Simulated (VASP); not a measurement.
# Li2ClF: single point with r2SCAN

The system is Li2ClF.

```
CELL_PARAMETERS angstrom
1.67604 0.96766 5.36700
-1.67604 0.96766 5.36700
0.00000 -1.93532 5.36700
ATOMIC_POSITIONS crystal
F 0.00000 0.00000 0.00000
Cl 0.50000 0.50000 0.50000
Li 0.26336 0.26336 0.26336
Li 0.73664 0.73664 0.73664
```

* Program: VASP 6.6.1
* Task: single point
* Functional: r2SCAN
* Potentials or basis: VASP PAW PBE potentials, release 64 (F, Cl, Li_sv)
* Cutoff: 520 eV
* k mesh: 8 × 8 × 8
* Occupations: gaussian, width 0.01 eV
* Spin: no spin polarisation
* Dipole correction: no
* Further INCAR settings: ALGO = Normal; EDIFF = 1e-06; NBANDS = 18

```yaml
Largest_force: 0.067 eV/Å
Band_gap_on_the_k_mesh: 5.51 eV
```

Forces on the atoms (eV/Å):
```
F    0.000  0.000  0.000
Cl   0.000  0.000  0.000
Li   0.000  0.000 -0.067
Li   0.000  0.000  0.067
```

Levels at points of the mesh, in eV from the valence-band top:
```csv
k point,band 7,band 8,band 9,band 10,band 11,band 12,band 13,band 14
"(0.00, 0.00, 0.00)",-2.77,-1.45,0.00,0.00,5.51,8.62,11.73,11.73
"(0.50, 0.00, 0.00)",-3.04,-3.02,-1.96,-0.83,8.91,9.17,9.75,9.80
"(0.50, 0.50, 0.00)",-3.09,-2.50,-1.39,-0.75,7.23,9.13,9.98,10.95
"(0.50, 0.50, 0.50)",-2.77,-2.59,-0.01,-0.01,6.73,8.81,10.94,12.32
```

It took 20 min on 1 thread of Intel Xeon 8259CL, on a shared host, peak memory 0.31 GiB.

Caveat: the PAW data sets were made with another functional, which shifts forces and pressure a little. A k mesh can miss the band edges.
